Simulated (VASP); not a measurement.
# SnO (P4/nmm) in VASP: single point with PBE+D3(BJ)

Aim: the single point of SnO with PBE+D3(BJ).

All numbers are computed with VASP 6.6.1; they aren't measurements. Logs are shortened: lines on timing, memory, paths and dates and some standing lists are left out, and cuts for length are marked.

## (1) The cell of the first run

Symmetry: P4/nmm, No. 129, tetragonal system. Conventional cell: a = 3.837 Å, b = 3.837 Å, c = 4.762 Å, α = 90.00°, β = 90.00°, γ = 90.00°. Within 3.0 Å of Sn (site symmetry 4mm) lie 4 O at 2.24 Å. O (site symmetry -4m2) has 4 Sn at 2.24 Å and 4 O at 2.71 Å within 3.0 Å.

## (2) Single point, PBE+D3(BJ)

File INCAR:

```
SYSTEM = SnO
PREC = Accurate
ENCUT = 1340
EDIFF = 1E-6
ISMEAR = 0
SIGMA = 0.15
LREAL = .FALSE.
LASPH = .TRUE.
NELM = 120
ALGO = Normal
ISIF = 2
LWAVE = .FALSE.
LCHARG = .FALSE.
GGA = PE
IVDW = 12
NBANDS = 28
GGA_COMPAT = .FALSE.
```

File KPOINTS:

```
regular mesh
0
G
  10 10 8
  0 0 0
```

File POSCAR:

```
SnO
1.0
    3.8370962941      0.0000000000      0.0000000000
    0.0000000000      3.8370962941      0.0000000000
    0.0000000000      0.0000000000      4.7621297486
Sn O
2 2
Direct
    0.0000000000      0.5000000000      0.2432421493
    0.5000000000      0.0000000000      0.7567578507
    0.0000000000      0.0000000000      0.0000000000
    0.5000000000      0.5000000000      0.0000000000
```

Potentials or basis: VASP PAW PBE potentials, release 64 (Sn_d, O_h).

Launch:

```console
> cat potpaw_PBE.64/Sn_d/POTCAR potpaw_PBE.64/O_h/POTCAR > POTCAR
> mpirun -np 1 vasp_std > vasp.out
```

OUTCAR:

```text
SYSTEM = SnO
   PREC = Accurate
   ENCUT = 1340
   EDIFF = 1E-6
   ISMEAR = 0
   LREAL = .FALSE.
   LASPH = .TRUE.
   NELM = 120
   ISIF = 2
   GGA = PE
   IVDW = 12
 IVDW          = 12

 ion  position               nearest neighbor table
   1  0.000  0.500  0.243-   3 2.24   4 2.24   3 2.24   4 2.24   2 3.57   2 3.57   2 3.57   2 3.57
                             2 3.65   2 3.65   2 3.65   2 3.65
   2  0.500  0.000  0.757-   3 2.24   4 2.24   4 2.24   3 2.24   1 3.57   1 3.57   1 3.57   1 3.57
                             1 3.65   1 3.65   1 3.65   1 3.65
   3  0.000  0.000  0.000-   1 2.24   2 2.24   1 2.24   2 2.24
   4  0.500  0.500  0.000-   1 2.24   2 2.24   2 2.24   1 2.24

  LATTYP: Found a simple tetragonal cell.
 ALAT       =     3.8370962941
 C/A-ratio  =     1.2410764244

  Lattice vectors:

 A1 = (   3.8370962941,   0.0000000000,   0.0000000000)
 A2 = (   0.0000000000,   3.8370962941,   0.0000000000)
 A3 = (   0.0000000000,   0.0000000000,   4.7621297486)

Analysis of symmetry for initial positions (statically):
=====================================================================
 Subroutine PRICEL returns:
 Original cell was already a primitive cell.

 Routine SETGRP: Setting up the symmetry group for a
 simple tetragonal supercell.

 Subroutine GETGRP returns: Found 16 space group operations
 (whereof  8 operations were pure point group operations)
 out of a pool of 16 trial point group operations.

The static configuration has the point symmetry D_2d.
 The point group associated with its full space group is D_4h.

Analysis of symmetry for dynamics (positions and initial velocities):
=====================================================================
 Subroutine PRICEL returns:
 Original cell was already a primitive cell.

 Routine SETGRP: Setting up the symmetry group for a
 simple tetragonal supercell.

 Subroutine GETGRP returns: Found 16 space group operations
 (whereof  8 operations were pure point group operations)
 out of a pool of 16 trial point group operations.

The dynamic configuration has the point symmetry D_2d.
 The point group associated with its full space group is D_4h.

 Subroutine INISYM returns: Found 16 space group operations
 (whereof  8 operations are pure point group operations),
 and found     1 'primitive' translations

----------------------------------------------------------------------------------------

                                     Primitive cell

  volume of cell :      70.1143

  direct lattice vectors                    reciprocal lattice vectors
     3.837096294  0.000000000  0.000000000     0.260613736  0.000000000  0.000000000
     0.000000000  3.837096294  0.000000000     0.000000000  0.260613736  0.000000000
[... 96 lines left out ...]
   ISYM   =      2    0-nonsym 1-usesym 2-fastsym
   POTIM  = 0.5000    time-step for ionic-motion
   TEBEG  =    0.0;   TEEND  =   0.0 temperature during run
   PSTRESS=    0.0 pullay stress
   NELECT =      40.0000    total number of electrons
   NUPDOWN=      -1.0000    fix difference up-down
   EMIN   =  10.00;   EMAX   =-10.00  energy-range for DOS
   EFERMI =   0.00;   METHOD = LEGACY
   ISMEAR =     0;   SIGMA  =   0.15  broadening in eV -4-tet -1-fermi 0-gaus
   EFERMI_NEDOS =   21; number of points for ismear=-14 and -15
   IALGO  =     38    algorithm
   IMIX   =      4    mixing-type and parameters
     AMIX     =   0.40;   BMIX     =  1.00
     AMIX_MAG =   1.60;   BMIX_MAG =  1.00
  volume/ion in A,a.u.               =      17.53       118.29
  Fermi-wavevector in a.u.,A,eV,Ry     =   1.357769  2.565812 25.082847  1.843537
  Thomas-Fermi vector in A             =   2.484659
   LORBIT       =      0    0 simple, 1 ext, 2 COOP (PROOUT), +10 PAW based schemes
   GGA     = PE    functional components
   LHFCALC =     F    Hartree Fock is set to
   AEXX    =    0.0000 exact exchange contribution
   IVDW    =    12    specifies the selected vdW correction
   LEPSILON=     F    determine dielectric tensor
   LRPA    =     F    only Hartree local field effects (RPA)
 non-spin polarized calculation
 Gauss-broadening in eV      SIGMA  =   0.15
  energy-cutoff  :     1340.00
  volume of cell :       70.11
 maximum number of plane-waves:      7846
 NGX is ok and might be reduce to    48
   NGX = 23   NGY = 23   NGZ = 29

 number of electron      40.0000002 magnetization

 Free energy of the ion-electron system (eV)
  ---------------------------------------------------
  ext. energy  EPLUGINS =         0.00000000
  ---------------------------------------------------
  free energy    TOTEN  =       -22.70587362 eV

  energy without entropy =      -22.70471853  energy(sigma->0) =      -22.70529608

 E-fermi :   7.4033     XC(G=0): -10.2754

 val. band max:        7.3129877102   @ k =   0.5000   0.5000   0.0000
 cond. band min:       7.5619361024   @ k =   0.5000   0.5000   0.1250
 fundamental gap:      0.2489483922
 Fermi energy:         7.4032796142

 k-point     1 :       0.0000    0.0000    0.0000
  band No.  band energies     occupation
      1     -14.6203      2.00000
      2     -14.2280      2.00000
      3     -14.2280      2.00000
      4     -14.2187      2.00000
      5     -14.1884      2.00000
      6     -14.1800      2.00000
[... 733 lines left out ...]
     27      14.4744      0.00000
     28      16.7166      0.00000

 [... further k-points ...]

------------------------ aborting loop because EDIFF is reached ----------------------------------------

 Edisp (eV)   -0.93872

 E8    (eV) :    -0.4073

  FORCE on cell =-STRESS in cart. coord.  units (eV):
  Direction    XX          YY          ZZ          XY          YZ          ZX
  --------------------------------------------------------------------------------------
  -------------------------------------------------------------------------------------
  Total       0.05204     0.05204     0.07528     0.00000     0.00000     0.00000
  in kB       1.18923     1.18923     1.72027     0.00000     0.00000     0.00000
  external pressure =        1.37 kB  Pullay stress =        0.00 kB

 VOLUME and BASIS-vectors are now :
 -----------------------------------------------------------------------------
  energy-cutoff  :     1340.00
  volume of cell :       70.11
      direct lattice vectors                 reciprocal lattice vectors
     3.837096294  0.000000000  0.000000000     0.260613736  0.000000000  0.000000000
     0.000000000  3.837096294  0.000000000     0.000000000  0.260613736  0.000000000
     0.000000000  0.000000000  4.762129749     0.000000000  0.000000000  0.209990079

 POSITION                                       TOTAL-FORCE (eV/Angst)
 -----------------------------------------------------------------------------------
      0.00000      1.91855      1.15835        -0.000000     -0.000000      0.079390
      1.91855      0.00000      3.60378         0.000000     -0.000000     -0.079390
      0.00000      0.00000      0.00000         0.000000     -0.000000     -0.000000
      1.91855      1.91855      0.00000        -0.000000      0.000000     -0.000000
 -----------------------------------------------------------------------------------
    total drift:                                0.000000      0.000000      0.000000

  FREE ENERGIE OF THE ION-ELECTRON SYSTEM (eV)
  ---------------------------------------------------
  free  energy   TOTEN  =       -23.6445949958 eV

  energy  without entropy=      -23.6434399051  energy(sigma->0) =      -23.64401745
```

Run time: 5.1 min. Hardware: 1 thread of Intel Xeon 6975P-C (Granite Rapids), shared host; peak memory 0.83 GiB.

Results:

| Property | Result |
| --- | --- |
| Free energy | -23.6446 eV |
| Pressure | 0.1 GPa |
| Largest force | 0.079 eV/Å |
| Band gap on the k mesh | 0.01 eV (least direct gap 1.86 eV) |
| Dispersion energy per atom | -0.235 eV |

Forces on the atoms (eV/Å):
```
Sn   0.000  0.000  0.079
Sn   0.000  0.000 -0.079
O    0.000  0.000  0.000
O    0.000  0.000  0.000
```

Levels at points of the mesh, in eV from the valence-band top:
```
           k point  band 16  band 17  band 18  band 19  band 20  band 21  band 22  band 23  band 24  band 25
(0.00, 0.00, 0.00)    -6.09    -3.34    -3.05    -3.05     0.00     2.16     4.54     4.54     4.68     5.86
(0.50, 0.00, 0.00)    -4.82    -4.69    -4.69    -2.66    -2.66     3.29     3.29     5.81     5.81     6.12
(0.50, 0.50, 0.00)    -4.93    -2.40    -2.40    -1.85    -1.85     0.01     0.01     4.56     4.56     7.44
(0.00, 0.00, 0.50)    -3.42    -3.07    -3.07    -3.01    -2.08     1.72     2.84     2.84     3.57     8.13
(0.50, 0.00, 0.50)    -5.33    -4.64    -4.64    -1.67    -1.67     2.70     2.70     5.29     5.29     6.75
(0.50, 0.50, 0.50)    -5.45    -2.72    -2.72    -2.40    -2.40     2.35     2.35     4.23     4.23     5.61
```

Caveat: the smearing spreads over this small gap; semilocal functionals underestimate gaps, and a narrow one can read as zero; spin-orbit coupling is left out, which moves the levels of the heavy elements. A k mesh can miss the band edges.

The gap in the log of VASP goes by the Fermi energy; the results here count the filled bands.